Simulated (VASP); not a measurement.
Set up this calculation in VASP 6.6.1, as the native input.

* Task: single point
* Functional: PBE
* Potentials or basis: VASP PAW PBE potentials, release 64 (Hf_pv, N)
* Cutoff: 520 eV
* k mesh: 20 × 20 × 20
* Occupations: gaussian, width 0.15 eV
* Spin: no spin polarisation
* Dipole correction: no
* Further INCAR settings: ALGO = Normal; EDIFF = 1e-07; NBANDS = 14

The structure of HfN lies in POSCAR:

```
HfN
1.0
    1.1953129921      2.9882824803      2.9882824803
    2.9882824803      1.1953129921      2.9882824803
    2.9882824803      2.9882824803      1.1953129921
Hf N
1 1
Direct
    0.0000000000      0.0000000000      0.0000000000
    0.5000000000      0.5000000000      0.5000000000
```

This cell differs from its parent crystal: ratio of the length along [111] to the lengths across it x 2.0, volume and fractional coordinates fixed.

One way to write it, as run:

INCAR

```
  PREC = Accurate
  ENCUT = 520
  EDIFF = 1E-7
  ISMEAR = 0
  SIGMA = 0.15
  LREAL = F
  LASPH = T
  NELM = 60
  ALGO = Normal
  ISIF = 2
  LWAVE = F
  LCHARG = T
  GGA = PE
  LELF = T
  LVHAR = T
  NBANDS = 14
```

KPOINTS

```
regular mesh
0
Gamma
  20 20 20
```

Potentials or basis: VASP PAW PBE potentials, release 64 (Hf_pv, N).

The run is started by

```bash
$ cat potpaw_PBE.64/Hf_pv/POTCAR potpaw_PBE.64/N/POTCAR > POTCAR
$ mpirun -np 1 vasp_std > vasp.out
```

It gave:

```json
{
 "Pressure": "32.4 GPa"
}
```

Wall time 26 min on 1 thread of AMD EPYC 7R13 Processor (Zen 3) (shared host), peak memory 0.39 GiB.
